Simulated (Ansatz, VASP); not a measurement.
# Two plane-wave programs on TaN

Contents of INCAR:

```
SYSTEM = TaN
PREC = Accurate
ENCUT = 600
EDIFF = 1E-6
ISMEAR = 0
SIGMA = 0.15
LREAL = .FALSE.
LASPH = .TRUE.
NELM = 120
ALGO = Normal
ISIF = 2
LWAVE = .FALSE.
LCHARG = .TRUE.
GGA = PS
LELF = .TRUE.
LVHAR = .TRUE.
NBANDS = 16
GGA_COMPAT = .FALSE.
```

KPOINTS

```
Automatic mesh
0
G
  20 20 20
  0 0 0
```

The input POSCAR:

```
TaN
1.0
    0.2734023343      2.3239198412      2.3239198412
    2.3239198412      0.2734023343      2.3239198412
    2.3239198412      2.3239198412      0.2734023343
Ta N
1 1
Direct
    0.5000000000      0.5000000000      0.5000000000
    0.0000000000      0.0000000000      0.0000000000
```

Input for Ansatz:

```yaml
crystal:
  lattice:
    - [0.2734023343, 2.3239198412, 2.3239198412]
    - [2.3239198412, 0.2734023343, 2.3239198412]
    - [2.3239198412, 2.3239198412, 0.2734023343]
  atoms:
    - { symbol: Ta, position: [0.5, 0.5, 0.5] }
    - { symbol: "N", position: [0.0, 0.0, 0.0] }
basis:
  ecutwfc: 420
kpoints:
  mp_grid: { grid: [20, 20, 20] }
hamiltonian:
  xc: pbesol
scf:
  occupations: { method: gaussian, width: 0.15 }
output:
  forces: true
  stress: true
  eigenvalues: true
  write_density: true
  write_potential: true
  elf: true
  volumetric_format: npy
```

Alike in both runs: task single point; functional PBEsol; k mesh 20 × 20 × 20; occupations gaussian, width 0.15 eV; no spin polarisation.

```csv
,VASP,Ansatz
version,VASP 6.6.1,Ansatz 0.2.0
potentials or method,"VASP PAW PBE potentials, release 64 (Ta_sv_GW, N), cutoff 600 eV","scalar-relativistic, plane waves, PAW"
valence electrons in the cell,18,18
```

VASP gave:

```
gap on the k mesh at the Fermi level (eV)                     : none
pressure (GPa)                                                : 6.0
traceless stress, the component that is largest in VASP (GPa) : -6.64
```

Problem. Which values does Ansatz return?

Solution. gap on the k mesh at the Fermi level (eV): none; pressure (GPa): 6.0; traceless stress, the component that is largest in VASP (GPa): -6.66.

VASP's potentials were made for PBE, not for PBEsol. A gap of «none» marks a metal or a gap that the smearing closes. With one functional, cell and mesh, what is left measures potentials, basis and numerics.

Neither program's run includes spin-orbit coupling.
